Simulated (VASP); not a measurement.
# Na (Pmmn) in VASP: a series of runs

Runs on Na. Level: PBEsol. Tasks: single point.

All numbers are computed with VASP 6.6.1; they aren't measurements. Logs are shortened: lines on timing, memory, paths and dates and some standing lists are left out, and cuts for length are marked.

## Step 1: The cell of the first run

It takes space group Pmmn (No. 59, orthorhombic). Conventional cell: a = 3.665 Å, b = 5.137 Å, c = 3.665 Å, α = 90.00°, β = 90.00°, γ = 90.00°. Within 4.2 Å of Na (site symmetry mm2) lie 8 Na at 3.22 to 3.66 Å.

## Step 2: Single point, PBEsol

INCAR reads:

```
PREC = Accurate
ENCUT = 520
EDIFF = 1E-7
ISMEAR = 0
SIGMA = 0.15
LREAL = F
LASPH = T
NELM = 100
ALGO = Fast
ISIF = 2
LWAVE = F
LCHARG = F
GGA = PS
NBANDS = 14
```

KPOINTS reads:

```
Automatic mesh
0
Gamma
  12 12 10
```

POSCAR reads:

```
Na
1.0
    0.0000000000     -3.6649006073      0.0000000000
   -3.6649006073      0.0000000000      0.0000000000
    0.0000000000      0.0000000000     -5.1369399437
Na
2
Direct
    0.5000000000      0.6642007968      0.5000000000
    0.0000000000     -0.1642007968      0.0000000000
```

Potentials or basis: VASP PAW PBE potentials, release 64 (Na_pv).

Started as:

```sh
$ cat potpaw_PBE.64/Na_pv/POTCAR > POTCAR
$ mpirun -np 1 vasp_std > vasp.out
```

OUTCAR:

```text
PREC = Accurate
   ENCUT = 520
   EDIFF = 1E-7
   ISMEAR = 0
   LREAL = F
   LASPH = T
   NELM = 100
   ISIF = 2
   GGA = PS

 ion  position               nearest neighbor table
   1  0.500  0.664  0.500-
   2  0.000  0.836  0.000-

  LATTYP: Found a simple tetragonal cell.
 ALAT       =     3.6649006073
 C/A-ratio  =     1.4016587335

  Lattice vectors:

 A1 = (   0.0000000000,  -3.6649006073,   0.0000000000)
 A2 = (  -3.6649006073,   0.0000000000,   0.0000000000)
 A3 = (   0.0000000000,   0.0000000000,  -5.1369399437)

Analysis of symmetry for initial positions (statically):
=====================================================================
 Subroutine PRICEL returns:
 Original cell was already a primitive cell.

 Routine SETGRP: Setting up the symmetry group for a
 simple tetragonal supercell.

 Subroutine GETGRP returns: Found  8 space group operations
 (whereof  4 operations were pure point group operations)
 out of a pool of 16 trial point group operations.

The static configuration has the point symmetry C_2v.
 The point group associated with its full space group is D_2h.

Analysis of symmetry for dynamics (positions and initial velocities):
=====================================================================
 Subroutine PRICEL returns:
 Original cell was already a primitive cell.

 Routine SETGRP: Setting up the symmetry group for a
 simple tetragonal supercell.

 Subroutine GETGRP returns: Found  8 space group operations
 (whereof  4 operations were pure point group operations)
 out of a pool of 16 trial point group operations.

The dynamic configuration has the point symmetry C_2v.
 The point group associated with its full space group is D_2h.

 Subroutine INISYM returns: Found  8 space group operations
 (whereof  4 operations are pure point group operations),
 and found     1 'primitive' translations

----------------------------------------------------------------------------------------

                                     Primitive cell

  volume of cell :      68.9968

  direct lattice vectors                    reciprocal lattice vectors
     0.000000000 -3.664900607  0.000000000     0.000000000 -0.272858696  0.000000000
    -3.664900607  0.000000000  0.000000000    -0.272858696  0.000000000  0.000000000
     0.000000000  0.000000000 -5.136939944     0.000000000  0.000000000 -0.194668423

  length of vectors
     3.664900607  3.664900607  5.136939944     0.272858696  0.272858696  0.194668423

  position of ions in fractional coordinates (direct lattice)
     0.500000000  0.664200797  0.500000000
     0.000000000  0.835799203  0.000000000

  ion indices of the primitive-cell ions
   primitive index   ion index
                 1           1
                 2           2

----------------------------------------------------------------------------------------

 KPOINTS: Automatic mesh

Automatic generation of k-mesh.
 Grid dimensions read from file:
 generate k-points for:   12   12   10

 Generating k-lattice:

  Cartesian coordinates                     Fractional coordinates (reciprocal lattice)
     0.000000000 -0.022738225  0.000000000     0.083333333  0.000000000  0.000000000
    -0.022738225  0.000000000  0.000000000     0.000000000  0.083333333  0.000000000
     0.000000000  0.000000000 -0.019466842     0.000000000  0.000000000  0.100000000

  Length of vectors
     0.022738225  0.022738225  0.019466842

  Shift w.r.t. Gamma in fractional coordinates (k-lattice)
     0.000000000  0.000000000  0.000000000

 Subroutine IBZKPT returns following result:
 ===========================================

 Found    294 irreducible k-points:

 Following reciprocal coordinates:
            Coordinates               Weight
  0.000000  0.000000  0.000000      1.000000
  0.083333  0.000000  0.000000      2.000000
  0.000000  0.083333  0.000000      2.000000
  0.166667  0.000000  0.000000      2.000000
  0.000000  0.166667  0.000000      2.000000
  0.250000  0.000000  0.000000      2.000000
[... 16 lines left out ...]
  0.500000  0.083333  0.000000      2.000000
 -0.083333  0.500000  0.000000      2.000000
 [... further k-points ...]
   k-points           NKPTS =    294   k-points in BZ     NKDIM =    294   number of bands    NBANDS=     14
   number of dos      NEDOS =    301   number of ions     NIONS =      2
   total plane-waves  NPLWV =  31360
   dimension x,y,z NGX =    28 NGY =   28 NGZ =   40
   dimension x,y,z NGXF=    56 NGYF=   56 NGZF=   80
   ions per type =               2
   NGX,Y,Z   is equivalent  to a cutoff of  12.70, 12.70, 12.95 a.u.
   NGXF,Y,Z  is equivalent  to a cutoff of  25.40, 25.40, 25.89 a.u.
 SYSTEM =  unknown system
   PREC   = accura    normal or accurate (medium, high low for compatibility)
   ISTART =      0    job   : 0-new  1-cont  2-samecut
   ICHARG =      2    charge: 1-file 2-atom 10-const
   ISPIN  =      1    spin polarized calculation?
   LNONCOLLINEAR =      F non collinear calculations
   LSORBIT =      F    spin-orbit coupling
   LASPH  =      T    aspherical Exc in radial PAW
   ENCUT  =  520.0 eV  38.22 Ry    6.18 a.u.   6.81  6.81  9.55*2*pi/ulx,y,z
   NELM   =    100;   NELMIN=  2; NELMDL= -5     # of ELM steps
   EDIFF  = 0.1E-06   stopping-criterion for ELM
   LREAL  =      F    real-space projection
   EDIFFG = 0.1E-05   stopping-criterion for IOM
   NSW    =      0    number of steps for IOM
   IBRION =     -1    ionic relax: 0-MD 1-quasi-New 2-CG
   NFREE  =      0    steps in history (QN), initial steepest desc. (CG)
   ISIF   =      2    stress and relaxation
   ISYM   =      2    0-nonsym 1-usesym 2-fastsym
   POTIM  = 0.5000    time-step for ionic-motion
   TEBEG  =    0.0;   TEEND  =   0.0 temperature during run
   PSTRESS=    0.0 pullay stress
   NELECT =      14.0000    total number of electrons
   NUPDOWN=      -1.0000    fix difference up-down
   EMIN   =  10.00;   EMAX   =-10.00  energy-range for DOS
   EFERMI =   0.00;   METHOD = LEGACY
   ISMEAR =     0;   SIGMA  =   0.15  broadening in eV -4-tet -1-fermi 0-gaus
   EFERMI_NEDOS =   21; number of points for ismear=-14 and -15
   IALGO  =     68    algorithm
   IMIX   =      4    mixing-type and parameters
     AMIX     =   0.40;   BMIX     =  1.00
     AMIX_MAG =   1.60;   BMIX_MAG =  1.00
  volume/ion in A,a.u.               =      34.50       232.81
  Fermi-wavevector in a.u.,A,eV,Ry     =   0.961999  1.817914 12.591400  0.925442
  Thomas-Fermi vector in A             =   2.091420
   LORBIT       =      0    0 simple, 1 ext, 2 COOP (PROOUT), +10 PAW based schemes
   GGA     = PS    functional components
   LHFCALC =     F    Hartree Fock is set to
   AEXX    =    0.0000 exact exchange contribution
   IVDW    =     0    specifies the selected vdW correction
   LEPSILON=     F    determine dielectric tensor
   LRPA    =     F    only Hartree local field effects (RPA)
 non-spin polarized calculation
 RMM-DIIS sequential band-by-band and
 Gauss-broadening in eV      SIGMA  =   0.15
  energy-cutoff  :      520.00
  volume of cell :       69.00
 maximum number of plane-waves:      1886
   NGX = 13   NGY = 13   NGZ = 19

 number of electron      14.0000025 magnetization

 Free energy of the ion-electron system (eV)
  ---------------------------------------------------
  ext. energy  EPLUGINS =         0.00000000
  ---------------------------------------------------
  free energy    TOTEN  =        -2.57559922 eV

  energy without entropy =       -2.56492731  energy(sigma->0) =       -2.57026327

 E-fermi :   0.5264     XC(G=0):  -6.6845

 val. band max:        0.5254040624   @ k =   0.4167   0.0833   0.5000
 cond. band min:       0.5448699001   @ k =  -0.2500   0.5000   0.0000
 fundamental gap:      0.0194658376
 Fermi energy:         0.5263653762

 k-point     1 :       0.0000    0.0000    0.0000
  band No.  band energies     occupation
      1     -24.4310      2.00000
      2     -24.3738      2.00000
      3     -24.3403      2.00000
      4     -24.3330      2.00000
      5     -24.3325      2.00000
      6     -24.3322      2.00000
      7      -2.9095      2.00000
      8       2.3976      0.00000
      9       3.0319      0.00000
     10       7.3439      0.00000
     11       7.7331      0.00000
     12       7.9394      0.00000
     13       8.8140      0.00000
     14      11.8227      0.00000

 k-point     2 :       0.0833    0.0000    0.0000
  band No.  band energies     occupation
      1     -24.4292      2.00000
      2     -24.3749      2.00000
      3     -24.3399      2.00000
      4     -24.3367      2.00000
      5     -24.3337      2.00000
      6     -24.3311      2.00000
      7      -2.8287      2.00000
      8       2.4659      0.00000
      9       3.0910      0.00000
     10       6.2837      0.00000
     11       7.7802      0.00000
     12       8.1310      0.00000
     13       9.8534      0.00000
     14      10.7879      0.00000

 k-point     3 :       0.0000    0.0833    0.0000
  band No.  band energies     occupation
      1     -24.4307      2.00000
      2     -24.3736      2.00000
      3     -24.3421      2.00000
      4     -24.3337      2.00000
      5     -24.3329      2.00000
      6     -24.3322      2.00000
      7      -2.8291      2.00000
      8       2.4667      0.00000
      9       3.1069      0.00000
     10       6.1450      0.00000
     11       8.0046      0.00000
     12       8.0742      0.00000
     13       9.8022      0.00000
     14      10.9925      0.00000
[... 324 lines left out ...]
 k-point    23 :       0.5000    0.0833    0.0000
  band No.  band energies     occupation
      1     -24.3795      2.00000
      2     -24.3795      2.00000
      3     -24.3791      2.00000
      4     -24.3791      2.00000
      5     -24.3339      2.00000
      6     -24.3339      2.00000
      7      -0.0137      2.00000
      8      -0.0137      2.00000
      9       4.9526      0.00000
     10       4.9526      0.00000
     11       5.9842      0.00000
     12       5.9842      0.00000
     13       9.1463      0.00000
     14       9.1463      0.00000

 k-point    24 :      -0.0833    0.5000    0.0000
  band No.  band energies     occupation
      1     -24.4249      2.00000
      2     -24.3732      2.00000
      3     -24.3650      2.00000
      4     -24.3528      2.00000
      5     -24.3336      2.00000
      6     -24.3333      2.00000
      7      -0.0892      2.00000
      8       0.0736      1.99998
      9       4.8161      0.00000
     10       5.1662      0.00000
     11       5.7882      0.00000
     12       5.8060      0.00000
     13       8.9073      0.00000
     14       9.6865      0.00000

 [... further k-points ...]
[... 5 lines left out ...]
  --------------------------------------------------------------------------------------
  -------------------------------------------------------------------------------------
  Total       -0.4706027      0.6922431      1.1688856      0.0000000      0.0000000      0.0000000
  in kB      -10.9278843     16.0746065     27.1427417      0.0000000      0.0000000      0.0000000
  external PRESSURE =      10.7631546 kB  Pullay stress =       0.0000000 kB

 VOLUME and BASIS-vectors are now :
 -----------------------------------------------------------------------------
  energy-cutoff  :      520.00
  volume of cell :       69.00
      direct lattice vectors                 reciprocal lattice vectors
     0.000000000 -3.664900607  0.000000000     0.000000000 -0.272858696  0.000000000
    -3.664900607  0.000000000  0.000000000    -0.272858696  0.000000000  0.000000000
     0.000000000  0.000000000 -5.136939944     0.000000000  0.000000000 -0.194668423

 POSITION                                       TOTAL-FORCE (eV/Angst)
 -----------------------------------------------------------------------------------
     -2.43423     -1.83245     -2.56847         0.234797      0.000000      0.000000
     -3.06312      0.00000      0.00000        -0.234797      0.000000      0.000000
 -----------------------------------------------------------------------------------
    total drift:                               -0.000000     -0.000000     -0.000000

  FREE ENERGIE OF THE ION-ELECTRON SYSTEM (eV)
  ---------------------------------------------------
  free  energy   TOTEN  =        -2.5755992206 eV

  energy  without entropy=       -2.5649273128  energy(sigma->0) =       -2.57026327
```

Wall time 1.9 min (1 thread of Intel Xeon 6975P-C (Granite Rapids), shared host); peak memory 0.32 GiB.

What came out:

```
Free energy            : -2.5756 eV
Pressure               : 1.1 GPa
Largest force          : 0.235 eV/Å
Band gap on the k mesh : zero (band 7 reaches 3.39 eV, above the bottom of band 8 at -1.45 eV)
```

Forces in eV/Å, atoms in the order of the input:
```
Na   0.235  0.000  0.000
Na  -0.235  0.000  0.000
```

Caveat: the PAW data sets were made with another functional, which shifts forces and pressure a little.

## Step 3: Single point, PBEsol

INCAR reads:

```
PREC = Accurate ; ENCUT = 520
EDIFF = 1E-6 ; ISMEAR = 0
SIGMA = 0.15 ; LREAL = False
LASPH = True ; NELM = 100
ALGO = Fast ; ISIF = 2
LWAVE = False ; LCHARG = False
GGA = PS ; NBANDS = 14
```

KPOINTS is that of step 2.

POSCAR reads:

```
Na
1.0
    0.0000000000     -3.6649006073      0.0000000000
   -3.6649006073      0.0000000000      0.0000000000
    0.0000000000      0.0000000000     -5.1369399437
Na
2
Direct
    0.5000000000      0.5547335989      0.5000000000
    0.0000000000     -0.0547335989      0.0000000000
```

Potentials or basis: VASP PAW PBE potentials, release 64 (Na_pv).

Started as:

```sh
$ cat potpaw_PBE.64/Na_pv/POTCAR > POTCAR
$ mpirun -np 1 vasp_std > vasp.out
```

It took 79 s on 1 thread of Intel Xeon 6975P-C (Granite Rapids), shared host; peak memory 0.32 GiB.

It converged, with:

- Free energy: -2.7664 eV
- Pressure: 0.5 GPa
- Largest force: 0.165 eV/Å
- Band gap on the k mesh: zero (band 7 reaches 3.53 eV, above the bottom of band 8 at -1.46 eV)

Forces on the atoms (eV/Å):
```
Na   0.165  0.000  0.000
Na  -0.165  0.000  0.000
```

Stress tensor (GPa, compression positive):
```
0.21 0.00 0.00
0.00 0.60 0.00
0.00 0.00 0.72
```

Levels at points of the mesh, in eV from the Fermi level:
| k point | band 5 | band 6 | band 7 | band 8 | band 9 | band 10 |
| --- | --- | --- | --- | --- | --- | --- |
| (0.00, 0.00, 0.00) | -24.74 | -24.74 | -3.43 | 1.90 | 2.48 | 6.46 |
| (0.50, 0.00, 0.00) | -24.75 | -24.75 | -0.61 | -0.61 | 4.41 | 4.41 |
| (0.00, 0.50, 0.00) | -24.75 | -24.75 | -0.64 | -0.58 | 4.34 | 4.49 |
| (0.50, 0.50, 0.00) | -24.76 | -24.76 | 1.83 | 1.83 | 2.37 | 2.37 |
| (0.00, 0.00, 0.50) | -24.75 | -24.75 | -1.97 | -1.97 | 7.77 | 7.77 |
| (0.50, 0.00, 0.50) | -24.75 | -24.75 | 0.55 | 0.55 | 1.05 | 1.05 |
| (0.00, 0.50, 0.50) | -24.75 | -24.75 | 0.57 | 0.57 | 1.03 | 1.03 |
| (0.50, 0.50, 0.50) | -24.76 | -24.76 | 3.01 | 3.01 | 3.12 | 3.12 |

Caveat: the PAW data sets were made with another functional, which shifts forces and pressure a little.
